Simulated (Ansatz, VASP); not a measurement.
**NbH in VASP and in Ansatz**

```
Nb H
1.0
    -1.60696    1.60696    1.98430
     1.60696   -1.60696    1.98430
     1.60696    1.60696   -1.98430
Nb H
1 1
Direct
  0.00000 0.00000 0.00000
  0.50000 0.50000 0.00000
```

Alike in both runs: task single point; functional r2SCAN; k mesh 10 × 10 × 10; occupations fermi-dirac, width 0.1 eV; no spin polarisation.

```csv
,VASP,Ansatz
version,VASP 6.6.1,Ansatz 0.2.0
potentials or method,"VASP PAW PBE potentials, release 64 (Nb_sv, H), cutoff 520 eV","plane waves, PAW"
valence electrons in the cell,14,14
```

|  | VASP | Ansatz | Ansatz less VASP |
| --- | --- | --- | --- |
| pressure (GPa) | -4.0 | -3.7 | +0.27 |
| traceless stress, the component that is largest in VASP (GPa) | -0.65 | -0.71 | -0.062 |

VASP's potentials were made for PBE, not for r2SCAN. The functional is the same, so the differences come from potentials, cutoffs and numerics.
